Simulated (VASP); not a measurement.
Wanted: the native input for a VASP 6.6.1 run.

```yaml
Task: single point
Functional: r2SCAN
Potentials_or_basis: VASP PAW PBE potentials, release 64 (Al, N)
Cutoff: 520 eV
k_mesh: 10 × 10 × 10
Occupations: gaussian, width 0.01 eV
Spin: no spin polarisation
Dipole_correction: no
Further_INCAR_settings: ALGO = Normal; EDIFF = 1e-07; NBANDS = 11
```

Crystal: AlN.

```xyz
2
Lattice="0.0000 2.0592 1.9894 2.0592 0.0000 1.9894 2.0592 2.0592 0.0000" Properties=species:S:1:pos:R:3 pbc="T T T"
Al    0.0000    0.0000    0.0000
N     2.0592    2.0592    1.9894
```

This cell differs from its parent crystal: epitaxial xy strain +2.0%.

The input as run:

POSCAR

```
AlN
1.0
    0.0000000000      2.0592458391      1.9894038362
    2.0592458391      0.0000000000      1.9894038362
    2.0592458391      2.0592458391      0.0000000000
Al N
1 1
Direct
    0.0000000000      0.0000000000      0.0000000000
    0.5000000000      0.5000000000      0.5000000000
```

INCAR.step1

```
PREC = Accurate
ENCUT = 520
ISMEAR = 0
SIGMA = 0.01
LREAL = F
LASPH = T
NELM = 60
NBANDS = 11
GGA = PE
ALGO = Normal
EDIFF = 1E-4
LWAVE = T
LCHARG = F
```

INCAR.step2

```
PREC = Accurate
ENCUT = 520
EDIFF = 1E-7
ISMEAR = 0
SIGMA = 0.01
LREAL = F
LASPH = T
NELM = 60
ALGO = Normal
ISIF = 2
LWAVE = F
LCHARG = T
METAGGA = R2SCAN
LMIXTAU = T
LELF = T
LVHAR = T
NBANDS = 11
ISTART = 1
```

KPOINTS

```
Automatic mesh
0
Gamma
  10 10 10
```

Potentials or basis: VASP PAW PBE potentials, release 64 (Al, N).

Launch:

```sh
$ cat potpaw_PBE.64/Al/POTCAR potpaw_PBE.64/N/POTCAR > POTCAR
$ cp INCAR.step1 INCAR
$ mpirun -np 1 vasp_std > vasp.out
$ cp INCAR.step2 INCAR
$ mpirun -np 1 vasp_std > vasp.out
```

It gave:

The pressure is -6.8 GPa and the band gap on the k mesh is 5.01 eV, indirect (least direct gap 6.10 eV).

Caveat: the cell differs from its parent crystal (epitaxial xy strain +2.0%); the PAW data sets were made with another functional, which shifts forces and pressure a little.

Run time: 37 s on 1 thread of Intel(R) Xeon(R) Platinum 8488C (Sapphire Rapids), on a shared host, peak memory 0.14 GiB.
